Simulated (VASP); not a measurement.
Set up this calculation in VASP 6.6.1, as the native input.

```
Task                   : single point
Functional             : PBE
Potentials or basis    : VASP PAW PBE potentials, release 64 (Al)
Cutoff                 : 520 eV
k mesh                 : 6 × 6 × 4
Occupations            : gaussian, width 0.1 eV
Spin                   : no spin polarisation
Dipole correction      : no
Further INCAR settings : ALGO = Fast; EDIFF = 1e-06; NBANDS = 18
```

The structure of Al lies in POSCAR:

```
Al
1.0
    4.5988998817      0.0000000029      0.0000000000
   -2.2994499434      3.9827641256      0.0000000000
    0.0000000000      0.0000000000      5.5154293042
Al
6
Direct
    0.0013545744      0.3336170999      0.3706815818
    0.6663829001      0.6677374745      0.0373482485
    0.3322625255      0.9986454256      0.7040149152
    0.3344792287      0.0013725546      0.2043887048
    0.9986274454      0.3331066741      0.8710553715
    0.6668933259      0.6655207713      0.5377220382
```

The cell was built from a structure type or drawn by symmetry, and may not be a known phase.

The input as run:

INCAR

```
PREC = Accurate
ENCUT = 520
EDIFF = 1E-6
ISMEAR = 0
SIGMA = 0.1
LREAL = False
LASPH = True
NELM = 60
ALGO = Fast
ISIF = 2
LWAVE = False
LCHARG = False
GGA = PE
NBANDS = 18
```

KPOINTS

```
Automatic mesh
0
Gamma
  6 6 4
```

Potentials or basis: VASP PAW PBE potentials, release 64 (Al).

The run is started by

```bash
$ cat potpaw_PBE.64/Al/POTCAR > POTCAR
$ mpirun -np 1 vasp_std > vasp.out
```

It gave:

```json
{"Pressure": "-0.1 GPa", "Largest force": "0.010 eV/Å", "Band gap on the k mesh": "zero (bands 9 and 10 overlap by 3.39 eV)"}
```

It took 73 s on 1 thread of Intel Xeon 8259CL, on a shared host, peak memory 0.22 GiB.
